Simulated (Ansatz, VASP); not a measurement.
**MoS2 in VASP and in Ansatz**

```
Mo S
1.0
     1.58550    0.91539    6.11500
    -1.58550    0.91539    6.11500
     0.00000   -1.83078    6.11500
Mo S
1 2
Direct
  0.00000 0.00000 0.00000
  0.75000 0.75000 0.75000
  0.25000 0.25000 0.25000
```

Alike in both runs: task single point; functional LDA; k mesh 12 × 12 × 12; occupations methfessel-paxton of order 1, width 0.25 eV; no spin polarisation.

|  | VASP | Ansatz |
| --- | --- | --- |
| version | VASP 6.6.1 | Ansatz 0.2.0 |
| potentials or method | VASP PAW LDA potentials, release 64 (Mo_sv, S), cutoff 520 eV | plane waves, PAW |
| valence electrons in the cell | 26 | 26 |

Ansatz gave:

```
pressure (GPa)                                                : 0.0
traceless stress, the component that is largest in VASP (GPa) : 3.01
```

**Question.** Estimate VASP's values.

**Answer.** Pressure (GPa): 0.2; traceless stress, the component that is largest in VASP (GPa): 3.03.

LDA's correlation is that of Perdew and Zunger in VASP and of Perdew and Wang (1992) in Ansatz.
